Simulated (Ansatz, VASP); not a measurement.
## Cu in VASP and in Ansatz

Contents of INCAR:

```
SYSTEM = Cu
PREC = Accurate
ENCUT = 520
EDIFF = 1E-6
ISMEAR = 0
SIGMA = 0.15
LREAL = .False.
LASPH = .True.
NELM = 60
ALGO = Normal
ISIF = 2
LWAVE = .False.
LCHARG = .False.
GGA = PS
NBANDS = 12
```

Contents of KPOINTS:

```
regular mesh
0
Gamma
  24 24 24
  0 0 0
```

File POSCAR:

```
Cu
1.0
   -1.4067234870      1.4067234870      1.3072773775
    1.4067234870     -1.4067234870      1.3072773775
    1.4067234870      1.4067234870     -1.3072773775
Cu
1
Direct
    0.0000000000      0.0000000000      0.0000000000
```

Input for Ansatz:

```yaml
crystal:
  lattice:
    - [-1.406723487, 1.406723487, 1.3072773775]
    - [1.406723487, -1.406723487, 1.3072773775]
    - [1.406723487, 1.406723487, -1.3072773775]
  atoms:
    - { symbol: Cu, position: [0.0, 0.0, 0.0] }
basis:
  ecutwfc: 420
kpoints:
  mp_grid: { grid: [24, 24, 24] }
hamiltonian:
  xc: pbesol
scf:
  occupations: { method: gaussian, width: 0.15 }
output:
  forces: true
  stress: true
  eigenvalues: true
```

Change from the starting cell: strain -0.025 along x and y, -0.050 along z, atoms carried along.

Alike in both runs: task single point; functional PBEsol; k mesh 24 × 24 × 24; occupations gaussian, width 0.15 eV; no spin polarisation.

|  | VASP | Ansatz |
| --- | --- | --- |
| version | VASP 6.6.1 | Ansatz 0.2.0 |
| potentials or method | VASP PAW PBE potentials, release 64 (Cu), cutoff 520 eV | scalar-relativistic, plane waves, PAW |
| valence electrons in the cell | 11 | 19 |

```csv
,VASP,Ansatz,Ansatz less VASP
gap on the k mesh at the Fermi level (eV),none,none,-
pressure (GPa),20.3,19.6,-0.75
"traceless stress, the component that is largest in VASP (GPa)",0.77,0.75,-0.022
```

VASP's potentials were made for PBE, not for PBEsol. A gap of «none» marks a metal or a gap that the smearing closes. With one functional, cell and mesh, what is left measures potentials, basis and numerics. VASP's potentials hold 11 valence electrons a cell and Ansatz's 19, so a difference there can come from the potentials and not from the codes.
